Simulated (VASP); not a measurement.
Here is a VASP 6.6.1 calculation.

The input POSCAR:

```
WC
1.0
   -2.9956770000     -5.1886650000      0.0000000000
    4.4935150000     -2.5943320000      0.0000000000
    0.0000000000      0.0000000000      5.8447700000
W C
8 8
Direct
    0.7538875697      0.5014122915     -0.0068095066
    0.7603799604      0.4734718274      0.5146310291
    0.5227457368      0.0054917766      0.0101458227
    0.4709043147      0.0071830682      0.4748860947
    0.2313231517      0.4977549747     -0.0211471110
    0.2271175955      0.4883194909      0.4911570515
   -0.0105506517      0.0227202213      0.0145429161
    0.0045969337     -0.0083073210      0.5122870532
    0.4820022352      0.6392596909      0.2337132171
    0.4706358139      0.6641510896      0.7307900910
    0.2755042432      0.1241170275      0.2175106976
    0.2353789851      0.1310153436      0.7602865468
   -0.0149608645      0.6445693588      0.2426956065
    0.0019440315      0.6989903651      0.7447683998
    0.7470169006      0.1512449269      0.2663748958
    0.7419699140      0.1903637144      0.7552221901
```

Contents of INCAR.step1:

```
PREC = Accurate
ENCUT = 520
ISMEAR = -1
SIGMA = 0.24
LREAL = Auto
LASPH = T
NELM = 80
NBANDS = 86
GGA = PE
ALGO = Normal
EDIFF = 1E-4
LWAVE = T
LCHARG = F
```

INCAR.step2

```
PREC = Accurate
ENCUT = 520
EDIFF = 1E-6
ISMEAR = -1
SIGMA = 0.24
LREAL = Auto
LASPH = T
NELM = 80
ALGO = Normal
ISIF = 2
LWAVE = F
LCHARG = T
METAGGA = R2SCAN
LMIXTAU = T
LELF = T
LVHAR = T
NBANDS = 86
ISTART = 1
```

The input KPOINTS:

```
regular mesh
0
Gamma
  2 2 2
```

Potentials or basis: VASP PAW PBE potentials, release 64 (W_sv, C).

Command:

```bash
$ cat potpaw_PBE.64/W_sv/POTCAR potpaw_PBE.64/C/POTCAR > POTCAR
$ cp INCAR.step1 INCAR
$ mpirun -np 1 vasp_std > vasp.out
$ cp INCAR.step2 INCAR
$ mpirun -np 1 vasp_std > vasp.out
```

(1) Estimate the largest force.

(2) Predict the pressure.

(3) Estimate the band gap on the k mesh.

Answers

(1) 5.830 eV/Å.

(2) -17.3 GPa.

(3) zero (bands 72 and 73 overlap by 0.08 eV).

Caveat: the k points lie up to 0.61 Å⁻¹ apart; the PAW data sets were made with another functional, which shifts forces and pressure a little; spin-orbit coupling is left out, which moves the levels of the heavy elements.
